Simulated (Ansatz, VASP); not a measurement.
**One calculation of Hg, two programs**

Contents of INCAR:

```
ALGO = Fast
EDIFF = 1E-6
ENCUT = 520
GGA = PS
ISIF = 2
ISMEAR = 0
IVDW = 12
LASPH = True
LCHARG = False
LREAL = False
LWAVE = False
NBANDS = 19
NELM = 80
PREC = Accurate
SIGMA = 0.15
```

File KPOINTS:

```
k-points
0
Gamma
  18 18 10
```

The input POSCAR:

```
Hg
1.0
    3.1520997157      0.0000000000      0.0000000000
   -1.5760498579      2.7297984291      0.0000000000
    0.0000000000      0.0000000000      5.3655041361
Hg
2
Direct
    0.6666666667      0.3333333333      0.7500000000
    0.3333333333      0.6666666667      0.2500000000
```

Input for Ansatz:

```yaml
crystal:
  lattice:
    - [3.1520997157, 0.0, 0.0]
    - [-1.5760498579, 2.7297984291, 0.0]
    - [0.0, 0.0, 5.3655041361]
  atoms:
    - { symbol: Hg, position: [0.6666666667, 0.3333333333, 0.75] }
    - { symbol: Hg, position: [0.3333333333, 0.6666666667, 0.25] }
basis:
  ecutwfc: 420
kpoints:
  mp_grid: { grid: [18, 18, 10] }
hamiltonian:
  xc: pbesol
  dispersion: d3bj
scf:
  occupations: { method: gaussian, width: 0.15 }
output:
  forces: true
  stress: true
  eigenvalues: true
```

Alike in both runs: task single point; functional PBEsol; dispersion D3(BJ); k mesh 18 × 18 × 10; occupations gaussian, width 0.15 eV; no spin polarisation.

|  | VASP | Ansatz |
| --- | --- | --- |
| version | VASP 6.6.1 | Ansatz 0.2.0 |
| potentials or method | VASP PAW PBE potentials, release 64 (Hg), cutoff 520 eV | scalar-relativistic, plane waves, PAW |
| valence electrons in the cell | 24 | 40 |

```tsv
	VASP	Ansatz	Ansatz less VASP
gap on the k mesh at the Fermi level (eV)	none	none	-
pressure (GPa)	-2.0	-2.4	-0.41
traceless stress, the component that is largest in VASP (GPa)	-0.16	-0.10	+0.065
```

VASP's potentials were made for PBE, not for PBEsol. A gap of «none» marks a metal or a gap that the smearing closes. VASP's potentials hold 24 valence electrons a cell and Ansatz's 40, so a difference there can come from the potentials and not from the codes.

Spin-orbit coupling is off throughout.
